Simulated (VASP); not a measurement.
BN: G0W0 quasiparticle levels with PBE

Crystal: BN.

```
B N
1.0
     0.00000    1.74583    1.74583
     1.74583    0.00000    1.74583
     1.74583    1.74583    0.00000
B N
1 1
Cartesian
  0.0000 0.0000 0.0000
  1.7458 1.7458 1.7458
```

```yaml
Program: VASP 6.6.1
Task: G0W0 quasiparticle levels
Functional: PBE
Potentials_or_basis: VASP PAW PBE potentials, release 64 (B_GW, N_GW)
Cutoff: 500 eV
k_mesh: 12 × 12 × 12
Occupations: gaussian, width 0.01 eV
Spin: no spin polarisation
Dipole_correction: no
GW_scheme: G0W0
GW_iterations: 1
Cutoff_of_the_response_function: 80
Frequency_points: 96
Empty_bands: 30
Further_INCAR_settings: ALGO = EVGW0; EDIFF = 1e-08; NBANDS = 34
```

```yaml
Quasiparticle_gap: 1.51 eV
Least_direct_quasiparticle_gap: 6.66 eV
Band_gap_of_the_starting_levels_on_the_mesh: 1.19 eV
Least_direct_gap_of_the_starting_levels_on_the_mesh: 5.85 eV
```

Wall time 13 min on 1 thread of Intel(R) Xeon(R) Platinum 8488C (Sapphire Rapids), with other jobs on the host, peak memory 1.3 GiB.

Caveat: bands, screening cutoff and mesh are small and nothing is extrapolated, so the quasiparticle values aren't converged; the structure was generated, so it needn't be the stable form of BN.
